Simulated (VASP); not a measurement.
# Re (P6_3/mmc) in VASP: notebook

The runs below take Re through electric field gradients, with LDA.

Program: VASP 6.6.1. These are calculated values, not measurements. Logs are shortened: lines on timing, memory, paths and dates and some standing lists are left out, and cuts for length are marked.

**1. The cell of the first run**

Symmetry: P6_3/mmc, No. 194, hexagonal system. Conventional cell: a = 2.594 Å, b = 2.594 Å, c = 4.148 Å, α = 90.00°, β = 90.00°, γ = 120.00°. Within 3.4 Å of Re (site symmetry -6m2) lie 12 Re at 2.56 to 2.59 Å.

**2. Electric field gradients, LDA (volume scaled by 0.99)**

The input, INCAR:

```
SYSTEM = Re
  ALGO = Normal
  EDIFF = 1E-8
  ENCUT = 520
  ISIF = 2
  ISMEAR = -1
  LASPH = .TRUE.
  LCHARG = .FALSE.
  LEFG = .TRUE.
  LREAL = .FALSE.
  LWAVE = .FALSE.
  NBANDS = 14
  NELM = 60
  PREC = Accurate
  SIGMA = 0.05
```

The input, KPOINTS:

```
k-points
0
G
  14 14 8
  0 0 0
```

The input, POSCAR:

```
Re
1.0
    2.5941956526      0.0000000000      0.0000000000
   -1.2970978263      2.2466393375      0.0000000000
    0.0000000000      0.0000000000      4.1480801636
Re
2
Direct
    0.3333333333      0.6666666667      0.2500000000
    0.6666666667      0.3333333333      0.7500000000
```

Potentials or basis: VASP PAW LDA potentials, release 64 (Re).

Command:

```console
$ cat potpaw_LDA.64/Re/POTCAR > POTCAR
$ mpirun -np 1 vasp_std > vasp.out
```

OUTCAR:

```text
SYSTEM = Re
   EDIFF = 1E-8
   ENCUT = 520
   ISIF = 2
   ISMEAR = -1
   LASPH = .TRUE.
   LREAL = .FALSE.
   NELM = 60
   PREC = Accurate

 ion  position               nearest neighbor table
   1  0.333  0.667  0.250-   2 2.56   2 2.56   2 2.56   2 2.56   2 2.56   2 2.56
   2  0.667  0.333  0.750-   1 2.56   1 2.56   1 2.56   1 2.56   1 2.56   1 2.56

  LATTYP: Found a hexagonal cell.
 ALAT       =     2.5941956526
 C/A-ratio  =     1.5989850879

  Lattice vectors:

 A1 = (   2.5941956526,   0.0000000000,   0.0000000000)
 A2 = (  -1.2970978263,   2.2466393375,   0.0000000000)
 A3 = (   0.0000000000,   0.0000000000,   4.1480801636)

Analysis of symmetry for initial positions (statically):
=====================================================================
 Subroutine PRICEL returns:
 Original cell was already a primitive cell.

 Routine SETGRP: Setting up the symmetry group for a
 hexagonal supercell.

 Subroutine GETGRP returns: Found 24 space group operations
 (whereof 12 operations were pure point group operations)
 out of a pool of 24 trial point group operations.

The static configuration has the point symmetry D_3d.
 The point group associated with its full space group is D_6h.

Analysis of symmetry for dynamics (positions and initial velocities):
=====================================================================
 Subroutine PRICEL returns:
 Original cell was already a primitive cell.

 Routine SETGRP: Setting up the symmetry group for a
 hexagonal supercell.

 Subroutine GETGRP returns: Found 24 space group operations
 (whereof 12 operations were pure point group operations)
 out of a pool of 24 trial point group operations.

The dynamic configuration has the point symmetry D_3d.
 The point group associated with its full space group is D_6h.

 Subroutine INISYM returns: Found 24 space group operations
 (whereof 12 operations are pure point group operations),
 and found     1 'primitive' translations

----------------------------------------------------------------------------------------

                                     Primitive cell

  volume of cell :      24.1759

  direct lattice vectors                    reciprocal lattice vectors
     2.594195653  0.000000000  0.000000000     0.385475937  0.222554636  0.000000000
    -1.297097826  2.246639337  0.000000000     0.000000000  0.445109272  0.000000000
     0.000000000  0.000000000  4.148080164     0.000000000  0.000000000  0.241075380

  length of vectors
     2.594195653  2.594195653  4.148080164     0.445109272  0.445109272  0.241075380

  position of ions in fractional coordinates (direct lattice)
     0.333333333  0.666666667  0.250000000
     0.666666667  0.333333333  0.750000000

  ion indices of the primitive-cell ions
   primitive index   ion index
                 1           1
                 2           2

----------------------------------------------------------------------------------------

 KPOINTS: k-points

Automatic generation of k-mesh.
 Grid dimensions read from file:
 generate k-points for:   14   14    8

 Generating k-lattice:

  Cartesian coordinates                     Fractional coordinates (reciprocal lattice)
     0.027533996  0.015896760  0.000000000     0.071428571 -0.000000000  0.000000000
     0.000000000  0.031793519  0.000000000     0.000000000  0.071428571  0.000000000
     0.000000000  0.000000000  0.030134422     0.000000000  0.000000000  0.125000000

  Length of vectors
     0.031793519  0.031793519  0.030134422

  Shift w.r.t. Gamma in fractional coordinates (k-lattice)
     0.000000000  0.000000000  0.000000000

 Subroutine IBZKPT returns following result:
 ===========================================

 Found    120 irreducible k-points:

 Following reciprocal coordinates:
            Coordinates               Weight
  0.000000  0.000000  0.000000      1.000000
  0.071429 -0.000000  0.000000      6.000000
  0.142857  0.000000  0.000000      6.000000
  0.214286  0.000000  0.000000      6.000000
  0.285714  0.000000  0.000000      6.000000
  0.357143  0.000000  0.000000      6.000000
[... 16 lines left out ...]
  0.285714  0.285714  0.000000      6.000000
  0.357143  0.285714  0.000000      6.000000
 [... further k-points ...]
   k-points           NKPTS =    120   k-points in BZ     NKDIM =    120   number of bands    NBANDS=     14
   number of dos      NEDOS =    301   number of ions     NIONS =      2
   total plane-waves  NPLWV =  12800
   dimension x,y,z NGX =    20 NGY =   20 NGZ =   32
   dimension x,y,z NGXF=    40 NGYF=   40 NGZF=   64
   ions per type =               2
   NGX,Y,Z   is equivalent  to a cutoff of  12.82, 12.82, 12.82 a.u.
   NGXF,Y,Z  is equivalent  to a cutoff of  25.63, 25.63, 25.65 a.u.
 SYSTEM =  Re
   PREC   = accura    normal or accurate (medium, high low for compatibility)
   ISTART =      0    job   : 0-new  1-cont  2-samecut
   ICHARG =      2    charge: 1-file 2-atom 10-const
   ISPIN  =      1    spin polarized calculation?
   LNONCOLLINEAR =      F non collinear calculations
   LSORBIT =      F    spin-orbit coupling
   LASPH  =      T    aspherical Exc in radial PAW
   ENCUT  =  520.0 eV  38.22 Ry    6.18 a.u.   4.82  4.82  7.71*2*pi/ulx,y,z
   NELM   =     60;   NELMIN=  2; NELMDL= -5     # of ELM steps
   EDIFF  = 0.1E-07   stopping-criterion for ELM
   LREAL  =      F    real-space projection
   EDIFFG = 0.1E-06   stopping-criterion for IOM
   NSW    =      0    number of steps for IOM
   IBRION =     -1    ionic relax: 0-MD 1-quasi-New 2-CG
   NFREE  =      0    steps in history (QN), initial steepest desc. (CG)
   ISIF   =      2    stress and relaxation
   ISYM   =      2    0-nonsym 1-usesym 2-fastsym
   POTIM  = 0.5000    time-step for ionic-motion
   TEBEG  =    0.0;   TEEND  =   0.0 temperature during run
   PSTRESS=    0.0 pullay stress
   NELECT =      14.0000    total number of electrons
   NUPDOWN=      -1.0000    fix difference up-down
   EMIN   =  10.00;   EMAX   =-10.00  energy-range for DOS
   EFERMI =   0.00;   METHOD = LEGACY
   ISMEAR =    -1;   SIGMA  =   0.05  broadening in eV -4-tet -1-fermi 0-gaus
   EFERMI_NEDOS =   21; number of points for ismear=-14 and -15
   IALGO  =     38    algorithm
   IMIX   =      4    mixing-type and parameters
     AMIX     =   0.40;   BMIX     =  1.00
     AMIX_MAG =   1.60;   BMIX_MAG =  1.00
  volume/ion in A,a.u.               =      12.09        81.57
  Fermi-wavevector in a.u.,A,eV,Ry     =   1.364551  2.578627 25.334040  1.861999
  Thomas-Fermi vector in A             =   2.490857
   LORBIT       =      0    0 simple, 1 ext, 2 COOP (PROOUT), +10 PAW based schemes
   GGA     = CA    functional components
   LHFCALC =     F    Hartree Fock is set to
   AEXX    =    0.0000 exact exchange contribution
   IVDW    =     0    specifies the selected vdW correction
   LEPSILON=     F    determine dielectric tensor
   LRPA    =     F    only Hartree local field effects (RPA)
 non-spin polarized calculation
  energy-cutoff  :      520.00
  volume of cell :       24.18
 maximum number of plane-waves:       667
 NGX is ok and might be reduce to    20
   NGX =  9   NGY =  9   NGZ = 15

 number of electron      14.0000000 magnetization

 Free energy of the ion-electron system (eV)
  ---------------------------------------------------
  ext. energy  EPLUGINS =         0.00000000
  ---------------------------------------------------
  free energy    TOTEN  =       -26.23833711 eV

  energy without entropy =      -26.22750929  energy(sigma->0) =      -26.23292320

 E-fermi :  10.5411     XC(G=0): -14.9231

 val. band max:       10.5349159795   @ k =   0.4286   0.1429   0.2500
 cond. band min:      10.5426517628   @ k =   0.1429   0.1429   0.0000
 fundamental gap:      0.0077357833
 Fermi energy:        10.5410968555

 k-point     1 :       0.0000    0.0000    0.0000
  band No.  band energies     occupation
      1      -0.5682      2.00000
      2       2.3351      2.00000
      3       8.2768      2.00000
      4       8.2768      2.00000
      5       8.4871      2.00000
      6       9.4623      2.00000
      7       9.4623      2.00000
      8      10.5538      0.87408
      9      10.5538      0.87408
     10      12.1016      0.00000
     11      14.8451      0.00000
     12      14.8451      0.00000
     13      23.4162      0.00000
     14      24.8521      0.00000
[... 375 lines left out ...]
 k-point    24 :       0.3571    0.2857    0.0000
  band No.  band energies     occupation
      1       3.5198      2.00000
      2       5.4795      2.00000
      3       5.5366      2.00000
      4       6.6345      2.00000
      5       7.6814      2.00000
      6       8.1288      2.00000
      7      10.5179      1.22819
      8      14.2716      0.00000
      9      14.9436      0.00000
     10      15.3196      0.00000
     11      18.8075      0.00000
     12      18.9588      0.00000
     13      21.0197      0.00000
     14      27.9837      0.00000

 [... further k-points ...]
[... 5 lines left out ...]
  --------------------------------------------------------------------------------------
  -------------------------------------------------------------------------------------
  Total       15.4889528     15.4889528     16.5310286     -0.0000000     -0.0000000      0.0000000
  in kB     1026.4774446   1026.4774446   1095.5374641     -0.0000000     -0.0000000      0.0000000
  external PRESSURE =    1049.4974511 kB  Pullay stress =       0.0000000 kB

 VOLUME and BASIS-vectors are now :
 -----------------------------------------------------------------------------
  energy-cutoff  :      520.00
  volume of cell :       24.18
      direct lattice vectors                 reciprocal lattice vectors
     2.594195653  0.000000000  0.000000000     0.385475937  0.222554636  0.000000000
    -1.297097826  2.246639337  0.000000000     0.000000000  0.445109272  0.000000000
     0.000000000  0.000000000  4.148080164     0.000000000  0.000000000  0.241075380

 POSITION                                       TOTAL-FORCE (eV/Angst)
 -----------------------------------------------------------------------------------
     -0.00000      1.49776      1.03702        -0.000000      0.000000      0.000000
      1.29710      0.74888      3.11106         0.000000     -0.000000      0.000000
 -----------------------------------------------------------------------------------
    total drift:                                0.000000     -0.000000     -0.000000

  FREE ENERGIE OF THE ION-ELECTRON SYSTEM (eV)
  ---------------------------------------------------
  free  energy   TOTEN  =       -26.2383371118 eV

  energy  without entropy=      -26.2275092889  energy(sigma->0) =      -26.23292320

 Electric field gradients (V/A^2)
---------------------------------------------------------------------
 ion       V_xx      V_yy      V_zz      V_xy      V_xz      V_yz
---------------------------------------------------------------------
   1      51.262    51.263  -102.525     0.000     0.000    -0.000
   2      51.262    51.263  -102.525     0.000    -0.000     0.000
---------------------------------------------------------------------

 Electric field gradients after diagonalization (V/A^2)
 (convention: |V_zz| > |V_xx| > |V_yy|)
----------------------------------------------------------------------
 ion       V_xx      V_yy      V_zz     asymmetry (V_yy - V_xx)/ V_zz
----------------------------------------------------------------------
   1      51.263    51.262  -102.525       0.000
   2      51.263    51.262  -102.525       0.000
----------------------------------------------------------------------

           NMR quadrupolar parameters

 Cq : quadrupolar parameter    Cq=e*Q*V_zz/h
 eta: asymmetry parameters     (V_yy - V_xx)/ V_zz
 Q  : nuclear electric quadrupole moment in mb (millibarn)
----------------------------------------------------------------------
 ion       Cq(MHz)       eta       Q (mb)
----------------------------------------------------------------------
   1      -0.248       0.000       1.000
   2      -0.248       0.000       1.000
----------------------------------------------------------------------
```

It took 36 s on 1 thread of Intel Xeon Platinum 8259CL at 2.50GHz (Skylake/Cascade Lake), shared host; peak memory 0.15 GiB.

What came out:

```yaml
Free_energy: -26.2383 eV
Pressure: 104.9 GPa
Band_gap_on_the_k_mesh: zero (band 7 reaches 12.48 eV, above the bottom of band 8 at 8.09 eV)
```

Electric field gradients, principal values (V/Å²):
| atom | least | middle | greatest (by size) |
| --- | --- | --- | --- |
| 1 Re | 51.262 | 51.263 | -102.525 |
| 2 Re | 51.262 | 51.263 | -102.525 |

Caveat: without QUAD_EFG the Cq values of the log hold for a quadrupole moment of 1 mb, not for the nuclei; spin-orbit coupling is left out, which moves the levels of the heavy elements.

(Part 1 of 3 ends here.)
